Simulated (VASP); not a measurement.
# Sb (Pm-3m) in VASP: notebook

Runs on Sb. Level: PBEsol. Tasks: single point.

Everything below comes from runs of VASP 6.6.1. Logs are shortened: lines on timing, memory, paths and dates and some standing lists are left out, and cuts for length are marked.

### 1 The cell of the first run

The structure is cubic, space group Pm-3m (No. 221). Conventional cell: a = 3.160 Å, b = 3.160 Å, c = 3.160 Å, α = 90.00°, β = 90.00°, γ = 90.00°. Sb (site symmetry m-3m) has 6 Sb at 3.16 Å within 4.2 Å.

### 2 Single point, PBEsol

INCAR

```
PREC = Accurate
ENCUT = 520
EDIFF = 1E-6
ISMEAR = 0
SIGMA = 0.15
LREAL = False
LASPH = True
NELM = 80
ALGO = Normal
ISIF = 2
LWAVE = False
LCHARG = False
GGA = PS
NBANDS = 8
```

KPOINTS

```
regular mesh
0
Gamma
  16 16 16
```

POSCAR

```
Sb
1.0
    3.1600000000      0.0000000000      0.0000000000
    0.0000000000      3.1600000000      0.0000000000
    0.0000000000      0.0000000000      3.1600000000
Sb
1
Direct
    0.0000000000      0.0000000000      0.0000000000
```

Potentials or basis: VASP PAW PBE potentials, release 64 (Sb).

Run with:

```bash
$ cat potpaw_PBE.64/Sb/POTCAR > POTCAR
$ mpirun -np 1 vasp_std > vasp.out
```

OUTCAR:

```text
PREC = Accurate
   ENCUT = 520
   EDIFF = 1E-6
   ISMEAR = 0
   LREAL = False
   LASPH = True
   NELM = 80
   ISIF = 2
   GGA = PS

 ion  position               nearest neighbor table
   1  0.000  0.000  0.000-

  LATTYP: Found a simple cubic cell.
 ALAT       =     3.1600000000

  Lattice vectors:

 A1 = (   3.1600000000,   0.0000000000,   0.0000000000)
 A2 = (   0.0000000000,   3.1600000000,   0.0000000000)
 A3 = (   0.0000000000,   0.0000000000,   3.1600000000)

Analysis of symmetry for initial positions (statically):
=====================================================================
 Subroutine PRICEL returns:
 Original cell was already a primitive cell.

 Routine SETGRP: Setting up the symmetry group for a
 simple cubic supercell.

 Subroutine GETGRP returns: Found 48 space group operations
 (whereof 48 operations were pure point group operations)
 out of a pool of 48 trial point group operations.

The static configuration has the point symmetry O_h .

Analysis of symmetry for dynamics (positions and initial velocities):
=====================================================================
 Subroutine PRICEL returns:
 Original cell was already a primitive cell.

 Routine SETGRP: Setting up the symmetry group for a
 simple cubic supercell.

 Subroutine GETGRP returns: Found 48 space group operations
 (whereof 48 operations were pure point group operations)
 out of a pool of 48 trial point group operations.

The dynamic configuration has the point symmetry O_h .

 Subroutine INISYM returns: Found 48 space group operations
 (whereof 48 operations are pure point group operations),
 and found     1 'primitive' translations

----------------------------------------------------------------------------------------

                                     Primitive cell

  volume of cell :      31.5545

  direct lattice vectors                    reciprocal lattice vectors
     3.160000000  0.000000000  0.000000000     0.316455696  0.000000000  0.000000000
     0.000000000  3.160000000  0.000000000     0.000000000  0.316455696  0.000000000
     0.000000000  0.000000000  3.160000000     0.000000000  0.000000000  0.316455696

  length of vectors
     3.160000000  3.160000000  3.160000000     0.316455696  0.316455696  0.316455696

  position of ions in fractional coordinates (direct lattice)
     0.000000000  0.000000000  0.000000000

  ion indices of the primitive-cell ions
   primitive index   ion index
                 1           1

----------------------------------------------------------------------------------------

 KPOINTS: regular mesh

Automatic generation of k-mesh.
 Grid dimensions read from file:
 generate k-points for:   16   16   16

 Generating k-lattice:

  Cartesian coordinates                     Fractional coordinates (reciprocal lattice)
     0.019778481  0.000000000  0.000000000     0.062500000  0.000000000  0.000000000
     0.000000000  0.019778481  0.000000000     0.000000000  0.062500000  0.000000000
     0.000000000  0.000000000  0.019778481     0.000000000  0.000000000  0.062500000

  Length of vectors
     0.019778481  0.019778481  0.019778481

  Shift w.r.t. Gamma in fractional coordinates (k-lattice)
     0.000000000  0.000000000  0.000000000

 Subroutine IBZKPT returns following result:
 ===========================================

 Found    165 irreducible k-points:

 Following reciprocal coordinates:
            Coordinates               Weight
  0.000000  0.000000  0.000000      1.000000
  0.062500  0.000000  0.000000      6.000000
  0.125000  0.000000  0.000000      6.000000
  0.187500  0.000000  0.000000      6.000000
  0.250000  0.000000  0.000000      6.000000
  0.312500  0.000000  0.000000      6.000000
[... 16 lines left out ...]
  0.437500  0.125000  0.000000     24.000000
  0.500000  0.125000  0.000000     12.000000
 [... further k-points ...]
   k-points           NKPTS =    165   k-points in BZ     NKDIM =    165   number of bands    NBANDS=      8
   number of dos      NEDOS =    301   number of ions     NIONS =      1
   total plane-waves  NPLWV =  13824
   dimension x,y,z NGX =    24 NGY =   24 NGZ =   24
   dimension x,y,z NGXF=    48 NGYF=   48 NGZF=   48
   ions per type =               1
   NGX,Y,Z   is equivalent  to a cutoff of  12.63, 12.63, 12.63 a.u.
   NGXF,Y,Z  is equivalent  to a cutoff of  25.25, 25.25, 25.25 a.u.
 SYSTEM =  unknown system
   PREC   = accura    normal or accurate (medium, high low for compatibility)
   ISTART =      0    job   : 0-new  1-cont  2-samecut
   ICHARG =      2    charge: 1-file 2-atom 10-const
   ISPIN  =      1    spin polarized calculation?
   LNONCOLLINEAR =      F non collinear calculations
   LSORBIT =      F    spin-orbit coupling
   LASPH  =      T    aspherical Exc in radial PAW
   ENCUT  =  520.0 eV  38.22 Ry    6.18 a.u.   5.88  5.88  5.88*2*pi/ulx,y,z
   NELM   =     80;   NELMIN=  2; NELMDL= -5     # of ELM steps
   EDIFF  = 0.1E-05   stopping-criterion for ELM
   LREAL  =      F    real-space projection
   EDIFFG = 0.1E-04   stopping-criterion for IOM
   NSW    =      0    number of steps for IOM
   IBRION =     -1    ionic relax: 0-MD 1-quasi-New 2-CG
   NFREE  =      0    steps in history (QN), initial steepest desc. (CG)
   ISIF   =      2    stress and relaxation
   ISYM   =      2    0-nonsym 1-usesym 2-fastsym
   POTIM  = 0.5000    time-step for ionic-motion
   TEBEG  =    0.0;   TEEND  =   0.0 temperature during run
   PSTRESS=    0.0 pullay stress
   NELECT =       5.0000    total number of electrons
   NUPDOWN=      -1.0000    fix difference up-down
   EMIN   =  10.00;   EMAX   =-10.00  energy-range for DOS
   EFERMI =   0.00;   METHOD = LEGACY
   ISMEAR =     0;   SIGMA  =   0.15  broadening in eV -4-tet -1-fermi 0-gaus
   EFERMI_NEDOS =   21; number of points for ismear=-14 and -15
   IALGO  =     38    algorithm
   IMIX   =      4    mixing-type and parameters
     AMIX     =   0.40;   BMIX     =  1.00
     AMIX_MAG =   1.60;   BMIX_MAG =  1.00
  volume/ion in A,a.u.               =      31.55       212.94
  Fermi-wavevector in a.u.,A,eV,Ry     =   0.885886  1.674081 10.677766  0.784794
  Thomas-Fermi vector in A             =   2.006979
   LORBIT       =      0    0 simple, 1 ext, 2 COOP (PROOUT), +10 PAW based schemes
   GGA     = PS    functional components
   LHFCALC =     F    Hartree Fock is set to
   AEXX    =    0.0000 exact exchange contribution
   IVDW    =     0    specifies the selected vdW correction
   LEPSILON=     F    determine dielectric tensor
   LRPA    =     F    only Hartree local field effects (RPA)
 non-spin polarized calculation
 Gauss-broadening in eV      SIGMA  =   0.15
  energy-cutoff  :      520.00
  volume of cell :       31.55
 maximum number of plane-waves:       876
 NGX is ok and might be reduce to    24
   NGX = 11   NGY = 11   NGZ = 11

 number of electron       5.0000001 magnetization

 Free energy of the ion-electron system (eV)
  ---------------------------------------------------
  ext. energy  EPLUGINS =         0.00000000
  ---------------------------------------------------
  free energy    TOTEN  =        -4.48888673 eV

  energy without entropy =       -4.48326827  energy(sigma->0) =       -4.48607750

 E-fermi :   6.2899     XC(G=0):  -9.5195

 val. band max:        6.2590227876   @ k =   0.1875   0.1250   0.1250
 cond. band min:       6.3521711843   @ k =   0.4375   0.2500   0.0000
 fundamental gap:      0.0931483967
 Fermi energy:         6.2898544362

 k-point     1 :       0.0000    0.0000    0.0000
  band No.  band energies     occupation
      1      -5.6836      2.00000
      2       9.4164      0.00000
      3       9.4164      0.00000
      4       9.4164      0.00000
      5      13.1927      0.00000
      6      13.1927      0.00000
      7      14.0953      0.00000
      8      23.7026      0.00000

 k-point     2 :       0.0625    0.0000    0.0000
  band No.  band energies     occupation
      1      -5.6302      2.00000
      2       8.7112      0.00000
      3       9.4683      0.00000
      4       9.4683      0.00000
      5      13.2366      0.00000
      6      13.6011      0.00000
      7      14.5178      0.00000
      8      23.1235      0.00000

 k-point     3 :       0.1250    0.0000    0.0000
  band No.  band energies     occupation
      1      -5.4713      2.00000
      2       7.3313      0.00000
      3       9.6209      0.00000
      4       9.6209      0.00000
      5      13.3680      0.00000
      6      13.9129      0.00000
      7      15.9563      0.00000
      8      22.0949      0.00000

 k-point     4 :       0.1875    0.0000    0.0000
  band No.  band energies     occupation
      1      -5.2113      2.00000
      2       5.8561      1.99996
      3       9.8645      0.00000
      4       9.8645      0.00000
      5      13.5845      0.00000
      6      14.1883      0.00000
      7      17.7399      0.00000
      8      21.0155      0.00000

 k-point     5 :       0.2500    0.0000    0.0000
  band No.  band energies     occupation
      1      -4.8604      2.00000
      2       4.4477      2.00000
      3      10.1803      0.00000
      4      10.1803      0.00000
      5      13.8814      0.00000
      6      14.5403      0.00000
      7      19.4197      0.00000
      8      19.9808      0.00000
[... 177 lines left out ...]
 k-point    22 :       0.3750    0.1250    0.0000
  band No.  band energies     occupation
      1      -3.7798      2.00000
      2       2.3189      2.00000
      3       8.8950      0.00000
      4      11.0907      0.00000
      5      14.8142      0.00000
      6      15.4251      0.00000
      7      17.7072      0.00000
      8      18.4495      0.00000

 k-point    23 :       0.4375    0.1250    0.0000
  band No.  band energies     occupation
      1      -3.4021      2.00000
      2       1.5665      2.00000
      3       9.2070      0.00000
      4      11.3549      0.00000
      5      14.3744      0.00000
      6      15.7966      0.00000
      7      17.6637      0.00000
      8      17.9344      0.00000

 k-point    24 :       0.5000    0.1250    0.0000
  band No.  band energies     occupation
      1      -3.2447      2.00000
      2       1.2836      2.00000
      3       9.3310      0.00000
      4      11.4557      0.00000
      5      14.1783      0.00000
      6      16.0473      0.00000
      7      17.4598      0.00000
      8      17.7496      0.00000

 [... further k-points ...]

------------------------ aborting loop because EDIFF is reached ----------------------------------------

  FORCE on cell =-STRESS in cart. coord.  units (eV):
  Direction    XX          YY          ZZ          XY          YZ          ZX
  --------------------------------------------------------------------------------------
  -------------------------------------------------------------------------------------
  Total       -0.9589035     -0.9589035     -0.9589035     -0.0000000     -0.0000000      0.0000000
  in kB      -48.6882571    -48.6882571    -48.6882571     -0.0000000     -0.0000000      0.0000000
  external PRESSURE =     -48.6882571 kB  Pullay stress =       0.0000000 kB

 VOLUME and BASIS-vectors are now :
 -----------------------------------------------------------------------------
  energy-cutoff  :      520.00
  volume of cell :       31.55
      direct lattice vectors                 reciprocal lattice vectors
     3.160000000  0.000000000  0.000000000     0.316455696  0.000000000  0.000000000
     0.000000000  3.160000000  0.000000000     0.000000000  0.316455696  0.000000000
     0.000000000  0.000000000  3.160000000     0.000000000  0.000000000  0.316455696

 POSITION                                       TOTAL-FORCE (eV/Angst)
 -----------------------------------------------------------------------------------
      0.00000      0.00000      0.00000         0.000000      0.000000      0.000000
 -----------------------------------------------------------------------------------
    total drift:                               -0.000000      0.000000      0.000000

  FREE ENERGIE OF THE ION-ELECTRON SYSTEM (eV)
  ---------------------------------------------------
  free  energy   TOTEN  =        -4.4888867348 eV

  energy  without entropy=       -4.4832682654  energy(sigma->0) =       -4.48607750
```

Run time: 8.2 s. Hardware: 1 thread of Intel Xeon Platinum 8488C (Sapphire Rapids), shared host; peak memory 0.16 GiB.

What came out:

| Property | Result |
| --- | --- |
| Free energy | -4.4889 eV |
| Pressure | -4.9 GPa |

Levels at points of the mesh, in eV from the Fermi level:
```
           k point  band 1  band 2  band 3  band 4  band 5  band 6  band 7
(0.00, 0.00, 0.00)  -11.97    3.13    3.13    3.13    6.90    6.90    7.81
(0.50, 0.00, 0.00)   -9.75   -5.21    4.96    4.96    8.91   10.37   11.07
(0.50, 0.50, 0.00)   -7.42   -3.28   -3.28    2.33    6.79   12.45   13.08
(0.50, 0.50, 0.50)   -4.86   -1.49   -1.49   -1.49    4.90    4.90    4.90
```

Caveat: the PAW data sets were made with another functional, which shifts forces and pressure a little; spin-orbit coupling is left out, which moves the levels of the heavy elements.

### 3 Single point, PBEsol

INCAR

```
SYSTEM = Sb
PREC     = Accurate       ! precision mode
ENCUT    = 520            ! plane-wave cutoff, eV
EDIFF    = 1E-6           ! SCF threshold, eV
ISMEAR   = 0              ! smearing method
SIGMA    = 0.15           ! smearing width, eV
LREAL    = .FALSE.        ! projectors in reciprocal space
LASPH    = .TRUE.         ! aspherical terms in the spheres
NELM     = 60             ! most SCF steps
ALGO     = Normal         ! electronic algorithm
ISIF     = 2              ! what is computed and relaxed
LWAVE    = .FALSE.        ! write WAVECAR
LCHARG   = .FALSE.        ! write CHGCAR
GGA      = PS             ! functional
NBANDS   = 8              ! bands
```

KPOINTS

```
Automatic mesh
0
G
  16 16 16
  0 0 0
```

POSCAR is that of step 2.

Potentials or basis: VASP PAW PBE potentials, release 64 (Sb).

Run with:

```bash
$ cat potpaw_PBE.64/Sb/POTCAR > POTCAR
$ mpirun -np 1 vasp_std > vasp.out
```

Wall time 8.1 s (1 thread of Intel Xeon Platinum 8488C (Sapphire Rapids), shared host); peak memory 0.16 GiB.

It converged, with:

```
Free energy : -4.4889 eV
Pressure    : -4.9 GPa
```

Levels at points of the mesh, in eV from the Fermi level:
| k point | band 1 | band 2 | band 3 | band 4 | band 5 | band 6 |
| --- | --- | --- | --- | --- | --- | --- |
| (0.00, 0.00, 0.00) | -11.97 | 3.13 | 3.13 | 3.13 | 6.90 | 6.90 |
| (0.50, 0.00, 0.00) | -9.75 | -5.21 | 4.96 | 4.96 | 8.91 | 10.37 |
| (0.50, 0.50, 0.00) | -7.42 | -3.28 | -3.28 | 2.33 | 6.79 | 12.45 |
| (0.50, 0.50, 0.50) | -4.86 | -1.49 | -1.49 | -1.49 | 4.90 | 4.90 |

Caveat: the PAW data sets were made with another functional, which shifts forces and pressure a little; spin-orbit coupling is left out, which moves the levels of the heavy elements.
